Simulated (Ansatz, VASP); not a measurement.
## Two plane-wave programs on BeS

```
CELL_PARAMETERS angstrom
0.00000 2.42500 2.42500
2.42500 0.00000 2.42500
2.42500 2.42500 0.00000
ATOMIC_POSITIONS crystal
Be 0.00000 0.00000 0.00000
S 0.75000 0.75000 0.75000
```

Alike in both runs: task electric field gradients; functional PBEsol; k mesh 9 × 9 × 9; occupations fermi-dirac, width 0.02 eV; no spin polarisation.

```csv
,VASP,Ansatz
version,VASP 6.6.1,Ansatz 0.2.0
potentials or method,"VASP PAW PBE potentials, release 64 (Be, S)","PAW with Ansatz's default frozen-core files, scalar-relativistic"
plane-wave cutoff (eV),520,420
valence electrons in the cell,8,8
```

|  | VASP | Ansatz | Ansatz less VASP |
| --- | --- | --- | --- |
| gap on the k mesh at the Fermi level (eV) | 3.03 | 3.02 | -0.004 |
| pressure (GPa) | -0.6 | -0.7 | -0.15 |

VASP's potentials were made for PBE, not for PBEsol.
